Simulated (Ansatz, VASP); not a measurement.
One calculation of NaH, two programs

POSCAR

```
NaH
1.0
   -0.0898886864      2.3970316378      2.2292394232
    2.3970316378     -0.0898886864      2.2292394232
    2.3071429514      2.3071429514      0.0000000000
Na H
1 1
Direct
    0.0000000000      0.0000000000      0.0000000000
    0.5000000000      0.5000000000      0.5000000000
```

File INCAR.step1:

```
SYSTEM = NaH
ALGO = Normal
EDIFF = 1E-4
ENCUT = 520
GGA = PE
ISMEAR = -1
LASPH = .True.
LCHARG = .False.
LREAL = .False.
LWAVE = .True.
NBANDS = 11
NELM = 80
PREC = Accurate
SIGMA = 0.2
```

INCAR.step2

```
SYSTEM = NaH
ALGO = Normal
EDIFF = 1E-6
ENCUT = 520
ISIF = 2
ISMEAR = -1
ISTART = 1
LASPH = .True.
LCHARG = .True.
LELF = .True.
LMIXTAU = .True.
LREAL = .False.
LVHAR = .True.
LWAVE = .False.
METAGGA = R2SCAN
NBANDS = 11
NELM = 80
PREC = Accurate
SIGMA = 0.2
```

File KPOINTS:

```
k-points
0
Gamma
  8 8 8
  0 0 0
```

Input for Ansatz:

```yaml
crystal:
  lattice:
    - [-0.0898886864, 2.3970316378, 2.2292394232]
    - [2.3970316378, -0.0898886864, 2.2292394232]
    - [2.3071429514, 2.3071429514, 0.0]
  atoms:
    - { symbol: Na, position: [0.0, 0.0, 0.0] }
    - { symbol: H, position: [0.5, 0.5, 0.5] }
basis:
  ecutwfc: 520.0
kpoints:
  mp_grid: { grid: [8, 8, 8] }
hamiltonian:
  xc: r2scan
scf:
  occupations: { method: fermi_dirac, width: 0.2 }
output:
  forces: true
  stress: true
  eigenvalues: true
```

Change from the starting cell: engineering shear strain xy -0.0750, normal strain along z -0.0700.

Alike in both runs: task single point; functional r2SCAN; k mesh 8 × 8 × 8; occupations fermi-dirac, width 0.2 eV; no spin polarisation.

|  | VASP | Ansatz |
| --- | --- | --- |
| version | VASP 6.6.1 | Ansatz 0.2.0 |
| potentials or method | VASP PAW PBE potentials, release 64 (Na_pv, H), cutoff 520 eV | scalar-relativistic, plane waves, PAW |
| valence electrons in the cell | 8 | 10 |

```csv
,VASP,Ansatz,Ansatz less VASP
gap on the k mesh at the Fermi level (eV),4.28,4.26,-0.016
least direct gap on the mesh (eV),5.38,5.39,+0.005
pressure (GPa),2.1,2.3,+0.26
"traceless stress, the component that is largest in VASP (GPa)",2.57,2.46,-0.107
```

VASP's potentials were made for PBE, not for r2SCAN. The functional is the same, so the differences come from potentials, cutoffs and numerics. VASP's potentials hold 8 valence electrons a cell and Ansatz's 10, so a difference there can come from the potentials and not from the codes.
